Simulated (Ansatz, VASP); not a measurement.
One calculation of NaH, two programs

```
CELL_PARAMETERS angstrom
0.00000 2.36497 2.36497
2.36497 0.00000 2.36497
2.36497 2.36497 0.00000
ATOMIC_POSITIONS crystal
Na 0.00000 0.00000 0.00000
H 0.50000 0.50000 0.50000
```

Alike in both runs: task relaxation of the atoms; functional r2SCAN; k mesh 10 × 10 × 10; occupations fermi-dirac, width 0.02 eV; no spin polarisation.

```csv
,VASP,Ansatz
version,VASP 6.6.1,Ansatz 0.2.0
potentials or method,"VASP PAW PBE potentials, release 64 (Na_pv, H), cutoff 520 eV",PAW plane waves
valence electrons in the cell,8,10
```

|  | VASP | Ansatz | Ansatz less VASP |
| --- | --- | --- | --- |
| gap on the k mesh at the Fermi level, each at its own relaxed structure (eV) | 4.50 | 4.49 | -0.010 |

VASP's potentials were made for PBE, not for r2SCAN. VASP's potentials hold 8 valence electrons a cell and Ansatz's 10, so a difference there can come from the potentials and not from the codes. Ansatz's warnings: stress scf threshold loose.

Noted on VASP's run: the relaxation stopped at its first step, so nothing moved.
